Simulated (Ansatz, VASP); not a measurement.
## Si3Sb2Te in VASP and in Ansatz

```
Si Sb Te
1.0
     2.72052   -2.72779    0.00000
     2.72052    2.72779    0.00000
     0.00000    0.00000   10.13042
Si Sb Te
3 2 1
Direct
  0.50000 0.00000 0.50000
  0.00000 0.50000 0.50000
  0.50000 0.50000 0.00000
  0.50000 0.50000 0.71233
  0.50000 0.50000 0.28767
  0.00000 0.00000 0.00000
```

Alike in both runs: functional PBE; k mesh 4 × 4 × 2; occupations gaussian, width 0.2 eV; no spin polarisation.

Ansatz relaxed the structure, and its values are those at the end. VASP's run is a single point on that final structure, the one shown.

|  | VASP | Ansatz |
| --- | --- | --- |
| version | VASP 6.6.1 | Ansatz 0.2.0 |
| potentials or method | VASP PAW PBE potentials, release 64 (Si, Sb, Te), cutoff 500 eV | scalar-relativistic, plane waves, PAW |
| valence electrons in the cell | 28 | 58 |

|  | VASP | Ansatz | Ansatz less VASP |
| --- | --- | --- | --- |
| gap on the k mesh at the Fermi level (eV) | none | none | - |
| pressure (GPa) | -0.1 | -0.1 | -0.01 |
| rms of the force components (eV/Å) | 0.015 | 0.019 | +0.0036 |

A gap of «none» marks a metal or a gap that the smearing closes. VASP's potentials hold 28 valence electrons a cell and Ansatz's 58, so a difference there can come from the potentials and not from the codes.

The k mesh is coarse, so the values compare programs but aren't converged. Spin-orbit coupling is off throughout.
